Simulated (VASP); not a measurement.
# W4O in VASP: single point with PBE

Aim: the single point of W4O with PBE.

All numbers are computed with VASP 6.6.1; they aren't measurements. Logs are shortened: lines on timing, memory, paths and dates and some standing lists are left out, and cuts for length are marked.

### 1 The cell of the first run

The cell holds a slab with vacuum, 5 atoms: a = 3.184 Å, b = 3.184 Å, c = 20.143 Å, α = 90.00°, β = 90.00°, γ = 90.00°.

### 2 Single point, PBE

File INCAR:

```
SYSTEM = W4O
PREC     = Accurate       ! precision mode
ENCUT    = 520            ! plane-wave cutoff, eV
EDIFF    = 1E-6           ! SCF threshold, eV
ISMEAR   = 0              ! smearing method
SIGMA    = 0.1            ! smearing width, eV
LREAL    = .False.        ! projectors in reciprocal space
LASPH    = .True.         ! aspherical terms in the spheres
NELM     = 60             ! most SCF steps
ALGO     = Normal         ! electronic algorithm
ISIF     = 2              ! what is computed and relaxed
LWAVE    = .False.        ! write WAVECAR
LCHARG   = .False.        ! write CHGCAR
LDIPOL   = .True.       
IDIPOL   = 3            
DIPOL    = 0.5 0.5 0.352
GGA      = PE             ! functional
NBANDS   = 39             ! bands
```

File KPOINTS:

```
regular mesh
0
Gamma
  8 8 1
  0 0 0
```

File POSCAR:

```
W4O
1.0
    3.1836991688      0.0000000000      0.0000000000
    0.0000000000      3.1836991688      0.0000000000
    0.0000000000      0.0000000000     20.1425775749
W O
4 1
Direct
    0.5000000000      0.5000000000      0.1985843165
    0.0000000000      0.0000000000      0.2776134069
    0.5000000000      0.5000000000      0.3599451800
    0.0000000000      0.0000000000      0.4290700901
    0.1250000000      0.3750000000      0.4939919784
```

Potentials or basis: VASP PAW PBE potentials, release 64 (W_sv, O).

Started as:

```sh
$ cat potpaw_PBE.64/W_sv/POTCAR potpaw_PBE.64/O/POTCAR > POTCAR
$ mpirun -np 1 vasp_std > vasp.out
```

OUTCAR:

```text
SYSTEM = W4O
   PREC = Accurate
   ENCUT = 520
   EDIFF = 1E-6
   ISMEAR = 0
   LREAL = .False.
   LASPH = .True.
   NELM = 60
   ISIF = 2
   GGA = PE

 ion  position               nearest neighbor table
   1  0.500  0.500  0.199-   2 2.76   2 2.76   2 2.76   2 2.76   3 3.25
   2  0.000  0.000  0.278-   1 2.76   1 2.76   1 2.76   1 2.76   3 2.80   3 2.80   3 2.80   3 2.80
                             4 3.05
   3  0.500  0.500  0.360-   4 2.65   4 2.65   4 2.65   4 2.65   2 2.80   2 2.80   2 2.80   2 2.80
                             1 3.25
   4  0.000  0.000  0.429-   5 1.81   5 2.41   3 2.65   3 2.65   3 2.65   3 2.65   2 3.05
   5  0.125  0.375  0.494-   4 1.81   4 2.41

  LATTYP: Found a simple tetragonal cell.
 ALAT       =     3.1836991688
 C/A-ratio  =     6.3267841925

  Lattice vectors:

 A1 = (   3.1836991688,   0.0000000000,   0.0000000000)
 A2 = (   0.0000000000,   3.1836991688,   0.0000000000)
 A3 = (   0.0000000000,   0.0000000000,  20.1425775749)

Analysis of symmetry for initial positions (statically):
=====================================================================
 Subroutine PRICEL returns:
 Original cell was already a primitive cell.

 Routine SETGRP: Setting up the symmetry group for a
 simple tetragonal supercell.

 Subroutine GETGRP returns: Found  1 space group operations
 (whereof  1 operations were pure point group operations)
 out of a pool of 16 trial point group operations.

The static configuration has the point symmetry C_1 .

Analysis of symmetry for dynamics (positions and initial velocities):
=====================================================================
 Subroutine PRICEL returns:
 Original cell was already a primitive cell.

 Routine SETGRP: Setting up the symmetry group for a
 simple tetragonal supercell.

 Subroutine GETGRP returns: Found  1 space group operations
 (whereof  1 operations were pure point group operations)
 out of a pool of 16 trial point group operations.

The dynamic configuration has the point symmetry C_1 .

 Subroutine INISYM returns: Found  1 space group operations
 (whereof  1 operations are pure point group operations),
 and found     1 'primitive' translations

----------------------------------------------------------------------------------------

                                     Primitive cell

  volume of cell :     204.1640

  direct lattice vectors                    reciprocal lattice vectors
     3.183699169  0.000000000  0.000000000     0.314100029  0.000000000  0.000000000
     0.000000000  3.183699169  0.000000000     0.000000000  0.314100029  0.000000000
     0.000000000  0.000000000 20.142577575     0.000000000  0.000000000  0.049646079

  length of vectors
     3.183699169  3.183699169 20.142577575     0.314100029  0.314100029  0.049646079

  position of ions in fractional coordinates (direct lattice)
     0.500000000  0.500000000  0.198584317
     0.000000000  0.000000000  0.277613407
     0.500000000  0.500000000  0.359945180
     0.000000000  0.000000000  0.429070090
     0.125000000  0.375000000  0.493991978

  ion indices of the primitive-cell ions
   primitive index   ion index
                 1           1
                 2           2
                 3           3
                 4           4
                 5           5

----------------------------------------------------------------------------------------

 KPOINTS: regular mesh

Automatic generation of k-mesh.
 Grid dimensions read from file:
 generate k-points for:    8    8    1

 Generating k-lattice:

  Cartesian coordinates                     Fractional coordinates (reciprocal lattice)
     0.039262504  0.000000000  0.000000000     0.125000000  0.000000000  0.000000000
     0.000000000  0.039262504  0.000000000     0.000000000  0.125000000  0.000000000
     0.000000000  0.000000000  0.049646079     0.000000000  0.000000000  1.000000000

  Length of vectors
     0.039262504  0.039262504  0.049646079

  Shift w.r.t. Gamma in fractional coordinates (k-lattice)
     0.000000000  0.000000000  0.000000000

 Subroutine IBZKPT returns following result:
 ===========================================

 Found     34 irreducible k-points:

 Following reciprocal coordinates:
            Coordinates               Weight
  0.000000  0.000000  0.000000      1.000000
  0.125000  0.000000  0.000000      2.000000
  0.000000  0.125000  0.000000      2.000000
  0.250000  0.000000  0.000000      2.000000
  0.000000  0.250000  0.000000      2.000000
  0.375000  0.000000  0.000000      2.000000
[... 16 lines left out ...]
 -0.250000  0.250000  0.000000      2.000000
  0.375000  0.250000  0.000000      2.000000
 [... further k-points ...]
   k-points           NKPTS =     34   k-points in BZ     NKDIM =     34   number of bands    NBANDS=     39
   number of dos      NEDOS =    301   number of ions     NIONS =      5
   total plane-waves  NPLWV =  86400
   dimension x,y,z NGX =    24 NGY =   24 NGZ =  150
   dimension x,y,z NGXF=    48 NGYF=   48 NGZF=  300
   ions per type =               4   1
   NGX,Y,Z   is equivalent  to a cutoff of  12.53, 12.53, 12.38 a.u.
   NGXF,Y,Z  is equivalent  to a cutoff of  25.06, 25.06, 24.76 a.u.
 SYSTEM =  W4O
   PREC   = accura    normal or accurate (medium, high low for compatibility)
   ISTART =      0    job   : 0-new  1-cont  2-samecut
   ICHARG =      2    charge: 1-file 2-atom 10-const
   ISPIN  =      1    spin polarized calculation?
   LNONCOLLINEAR =      F non collinear calculations
   LSORBIT =      F    spin-orbit coupling
   LASPH  =      T    aspherical Exc in radial PAW
   ENCUT  =  520.0 eV  38.22 Ry    6.18 a.u.   5.92  5.92 37.45*2*pi/ulx,y,z
   NELM   =     60;   NELMIN=  2; NELMDL= -5     # of ELM steps
   EDIFF  = 0.1E-05   stopping-criterion for ELM
   LREAL  =      F    real-space projection
   EDIFFG = 0.1E-04   stopping-criterion for IOM
   NSW    =      0    number of steps for IOM
   IBRION =     -1    ionic relax: 0-MD 1-quasi-New 2-CG
   NFREE  =      0    steps in history (QN), initial steepest desc. (CG)
   ISIF   =      2    stress and relaxation
   ISYM   =      2    0-nonsym 1-usesym 2-fastsym
   POTIM  = 0.5000    time-step for ionic-motion
   TEBEG  =    0.0;   TEEND  =   0.0 temperature during run
   PSTRESS=    0.0 pullay stress
   NELECT =      62.0000    total number of electrons
   NUPDOWN=      -1.0000    fix difference up-down
   EMIN   =  10.00;   EMAX   =-10.00  energy-range for DOS
   EFERMI =   0.00;   METHOD = LEGACY
   ISMEAR =     0;   SIGMA  =   0.10  broadening in eV -4-tet -1-fermi 0-gaus
   EFERMI_NEDOS =   21; number of points for ismear=-14 and -15
   IALGO  =     38    algorithm
   IMIX   =      4    mixing-type and parameters
     AMIX     =   0.40;   BMIX     =  1.00
     AMIX_MAG =   1.60;   BMIX_MAG =  1.00
  volume/ion in A,a.u.               =      40.83       275.55
  Fermi-wavevector in a.u.,A,eV,Ry     =   1.100388  2.079431 16.474654  1.210853
  Thomas-Fermi vector in A             =   2.236798
   LORBIT       =      0    0 simple, 1 ext, 2 COOP (PROOUT), +10 PAW based schemes
   GGA     = PE    functional components
   LHFCALC =     F    Hartree Fock is set to
   AEXX    =    0.0000 exact exchange contribution
   IVDW    =     0    specifies the selected vdW correction
   LEPSILON=     F    determine dielectric tensor
   LRPA    =     F    only Hartree local field effects (RPA)
 non-spin polarized calculation
 Gauss-broadening in eV      SIGMA  =   0.10
  energy-cutoff  :      520.00
  volume of cell :      204.16
 maximum number of plane-waves:      5576
   NGX = 11   NGY = 11   NGZ = 75

 dipolmoment           0.000000      0.000000     -0.003690 electrons x Angstroem

 number of electron      61.9999987 magnetization

 dipolmoment           0.000000      0.000000      0.149579 electrons x Angstroem

 Free energy of the ion-electron system (eV)
  ---------------------------------------------------
  ext. energy  EPLUGINS =         0.00000000
  ---------------------------------------------------
  free energy    TOTEN  =       -54.52485522 eV

  energy without entropy =      -54.49301188  energy(sigma->0) =      -54.50893355

 E-fermi :   0.0460     XC(G=0):  -5.7078

 val. band max:        0.0351275229   @ k =  -0.1250   0.2500   0.0000
 cond. band min:       0.0463330899   @ k =   0.5000   0.0000   0.0000
 fundamental gap:      0.0112055670
 Fermi energy:         0.0459976541

 k-point     1 :       0.0000    0.0000    0.0000
  band No.  band energies     occupation
      1     -74.1027      2.00000
      2     -73.8632      2.00000
      3     -73.7585      2.00000
      4     -73.5481      2.00000
      5     -38.6726      2.00000
      6     -38.3952      2.00000
[... 31 lines left out ...]
     38       2.8531      0.00000
     39       3.2594      0.00000

 k-point     2 :       0.1250    0.0000    0.0000
  band No.  band energies     occupation
      1     -74.0994      2.00000
      2     -73.8576      2.00000
      3     -73.7608      2.00000
      4     -73.5502      2.00000
      5     -38.6817      2.00000
      6     -38.4178      2.00000
[... 31 lines left out ...]
     38       2.7473      0.00000
     39       2.9029      0.00000

 k-point     3 :       0.0000    0.1250    0.0000
  band No.  band energies     occupation
      1     -74.0993      2.00000
      2     -73.8576      2.00000
      3     -73.7608      2.00000
      4     -73.5502      2.00000
      5     -38.7051      2.00000
      6     -38.4412      2.00000
[... 832 lines left out ...]
 k-point    23 :      -0.2500    0.2500    0.0000
  band No.  band energies     occupation
      1     -74.0830      2.00000
      2     -73.8268      2.00000
      3     -73.7738      2.00000
      4     -73.5572      2.00000
      5     -38.7698      2.00000
      6     -38.5352      2.00000
[... 31 lines left out ...]
     38       2.9253      0.00000
     39       3.3313      0.00000

 k-point    24 :       0.3750    0.2500    0.0000
  band No.  band energies     occupation
      1     -74.0774      2.00000
      2     -73.8113      2.00000
      3     -73.7824      2.00000
      4     -73.5585      2.00000
      5     -38.7674      2.00000
      6     -38.5750      2.00000
[... 31 lines left out ...]
     38       3.3286      0.00000
     39       3.5270      0.00000

 [... further k-points ...]

------------------------ aborting loop because EDIFF is reached ----------------------------------------

 vacuum level on the upper side and lower side of the slab       (xc-potential included)         1.214        -1.431

  FORCE on cell =-STRESS in cart. coord.  units (eV):
  Direction    XX          YY          ZZ          XY          YZ          ZX
  --------------------------------------------------------------------------------------
  -------------------------------------------------------------------------------------
  Total       -1.3111154     -6.2365150      1.0354432      1.0927940      1.9032174     -0.0212976
  in kB      -10.2889822    -48.9410704      8.1256435      8.5757046     14.9355043     -0.1671331
  external PRESSURE =     -17.0348030 kB  Pullay stress =       0.0000000 kB

 VOLUME and BASIS-vectors are now :
 -----------------------------------------------------------------------------
  energy-cutoff  :      520.00
  volume of cell :      204.16
      direct lattice vectors                 reciprocal lattice vectors
     3.183699169  0.000000000  0.000000000     0.314100029  0.000000000  0.000000000
     0.000000000  3.183699169  0.000000000     0.000000000  0.314100029  0.000000000
     0.000000000  0.000000000 20.142577575     0.000000000  0.000000000  0.049646079

 POSITION                                       TOTAL-FORCE (eV/Angst)
 -----------------------------------------------------------------------------------
      1.59185      1.59185      4.00000         0.003940     -0.173871      2.040857
      0.00000      0.00000      5.59185         0.017419      0.204109     -1.962372
      1.59185      1.59185      7.25022        -0.274470     -0.637328     -3.068055
      0.00000      0.00000      8.64258         0.506553     -0.029162      2.749843
      0.39796      1.19389      9.95027        -0.253441      0.636251      0.239725
 -----------------------------------------------------------------------------------
    total drift:                               -0.000066     -0.000094      0.000337

  FREE ENERGIE OF THE ION-ELECTRON SYSTEM (eV)
  ---------------------------------------------------
  free  energy   TOTEN  =       -54.5248552203 eV

  energy  without entropy=      -54.4930118790  energy(sigma->0) =      -54.50893355

 vacuum level on the upper side and lower side of the slab         6.816         4.096
```

It took 4.7 min on 1 thread of Intel Xeon Platinum 8375C at 2.90GHz (Ice Lake), shared host; peak memory 0.39 GiB.

What came out:

```yaml
Free_energy: -54.5249 eV
Largest_force: 3.146 eV/Å
Band_gap_on_the_k_mesh: zero (bands 31 and 32 overlap by 2.02 eV)
```

Forces on the atoms (eV/Å):
```
W    0.004 -0.174  2.041
W    0.017  0.204 -1.962
W   -0.274 -0.637 -3.068
W    0.507 -0.029  2.750
O   -0.253  0.636  0.240
```

Caveat: spin-orbit coupling is left out, which moves the levels of the heavy elements.
